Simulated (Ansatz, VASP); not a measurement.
Two plane-wave programs on TiB2

INCAR

```
  PREC = Accurate
  ENCUT = 500
  EDIFF = 1E-7
  ISMEAR = -1
  SIGMA = 0.1
  LREAL = False
  LASPH = True
  NELM = 120
  ALGO = Normal
  ISIF = 3
  LWAVE = False
  LCHARG = False
  GGA = PS
  IBRION = 2
  NSW = 80
  EDIFFG = -0.01
  GGA_COMPAT = False
  NELMIN = 4
```

Contents of KPOINTS:

```
regular mesh
0
Gamma
  12 12 10
```

POSCAR

```
TiB2
1.0
    3.0292000000      0.0000000000      0.0000000000
   -1.5146000000      2.6233641500      0.0000000000
    0.0000000000      0.0000000000      3.2284000000
Ti B
1 2
Direct
    0.0000000000      0.0000000000      0.0000000000
    0.3333333300      0.6666666700      0.5000000000
    0.6666666700      0.3333333300      0.5000000000
```

Input for Ansatz:

```yaml
crystal:
  lattice:
    - [3.0292, 0.0, 0.0]
    - [-1.5146, 2.62336415, 0.0]
    - [0.0, 0.0, 3.2284]
  atoms:
    - { symbol: Ti, position: [0.0, 0.0, 0.0] }
    - { symbol: B, position: [0.33333333, 0.66666667, 0.5] }
    - { symbol: B, position: [0.66666667, 0.33333333, 0.5] }
  symmetry: { tolerance: 0.0003 }
hamiltonian:
  xc: pbesol
  pseudopotentials: { kind: paw, azcp: { folder: soft_1 } }
basis:
  ecutwfc: 420
magnetization:
  spin_polarized: false
scf:
  occupations: { method: fermi_dirac, width: 0.1 }
kpoints:
  mp_grid: { grid: [12, 12, 10], shift: [0, 0, 0] }
output:
  forces: true
  stress: true
  eigenvalues: true
relax:
  max_steps: 60
  cell: {}
```

Alike in both runs: task relaxation of cell and atoms; functional PBEsol; k mesh 12 × 12 × 10; occupations fermi-dirac, width 0.1 eV; no spin polarisation.

|  | VASP | Ansatz |
| --- | --- | --- |
| version | VASP 6.6.1 | Ansatz 0.2.0 |
| potentials or method | VASP PAW PBE potentials, release 64 (Ti_sv, B), cutoff 500 eV | PAW plane waves |
| valence electrons in the cell | 18 | 18 |

|  | VASP | Ansatz | Ansatz less VASP |
| --- | --- | --- | --- |
| gap on the k mesh at the Fermi level, each at its own relaxed structure (eV) | none | none | - |
| relaxed volume (Å³/atom) | 8.38 | 8.37 | -0.012 |
| relaxed cell length with the largest relative difference (Å) | 3.019 | 3.017 | -0.0017 |

VASP's potentials were made for PBE, not for PBEsol, and Ansatz warns of the same on its side. A gap of «none» marks a metal or a gap that the smearing closes.
